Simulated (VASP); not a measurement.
WC:

```
CELL_PARAMETERS angstrom
0.00000 2.19268 2.19268
2.19268 0.00000 2.19268
2.19268 2.19268 0.00000
ATOMIC_POSITIONS crystal
W 0.00000 0.00000 0.00000
C 0.50000 0.50000 0.50000
```

Base run:

- Program: VASP 6.6.1
- Functional: LDA
- Potentials or basis: VASP PAW LDA potentials, release 64 (W_sv, C)
- Cutoff: 520 eV
- k mesh: 9 × 9 × 9
- Occupations: methfessel-paxton, width 0.1 eV
- Spin: no spin polarisation

Its results: band gap on the k mesh zero (band 9 reaches 13.15 eV, above the bottom of band 10 at 10.17 eV); pressure -13.5 GPa.

Question: The run is repeated on the same cell with these changes: k mesh from 9 × 9 × 9 to 7 × 7 × 7. What comes out?

Answer: Band gap on the k mesh zero (band 9 reaches 13.02 eV, above the bottom of band 10 at 10.29 eV); pressure -14.2 GPa.

Caveats: spin-orbit coupling is left out, which moves the levels of the heavy elements.
